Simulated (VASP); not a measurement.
Set up this calculation in VASP 6.6.1, as the native input.

- Task: single point
- Functional: RPBE
- Potentials or basis: VASP PAW PBE potentials, release 64 (P)
- Cutoff: 520 eV
- k mesh: 16 × 16 × 16
- Occupations: fermi-dirac, width 0.1 eV
- Spin: no spin polarisation
- Dipole correction: no
- Further INCAR settings: ALGO = Normal; EDIFF = 1e-06; NBANDS = 8

The structure of P lies in POSCAR:

```
P
1.0
    0.0000000000      1.8938925865      1.8938925865
    1.8938925865      0.0000000000      1.8938925865
    1.8938925865      1.8938925865      0.0000000000
P
1
Direct
    0.0000000000      0.0000000000      0.0000000000
```

This cell differs from its parent crystal: volume scaled by 0.92.

One way to write it, as run:

INCAR

```
SYSTEM = P
  PREC = Accurate
  ENCUT = 520
  EDIFF = 1E-6
  ISMEAR = -1
  SIGMA = 0.1
  LREAL = .FALSE.
  LASPH = .TRUE.
  NELM = 100
  ALGO = Normal
  ISIF = 2
  LWAVE = .FALSE.
  LCHARG = .TRUE.
  GGA = RP
  LELF = .TRUE.
  LVHAR = .TRUE.
  NBANDS = 8
```

KPOINTS

```
regular mesh
0
G
  16 16 16
  0 0 0
```

Potentials or basis: VASP PAW PBE potentials, release 64 (P).

The run is started by

```console
$ cat potpaw_PBE.64/P/POTCAR > POTCAR
$ mpirun -np 1 vasp_std > vasp.out
```

Results of the run:

- Pressure: 8.5 GPa

Caveat: the PAW data sets were made with another functional, which shifts forces and pressure a little.

Wall time 4.7 s on 1 thread of Intel(R) Xeon(R) 6975P-C (Granite Rapids) (shared host), peak memory 0.12 GiB.
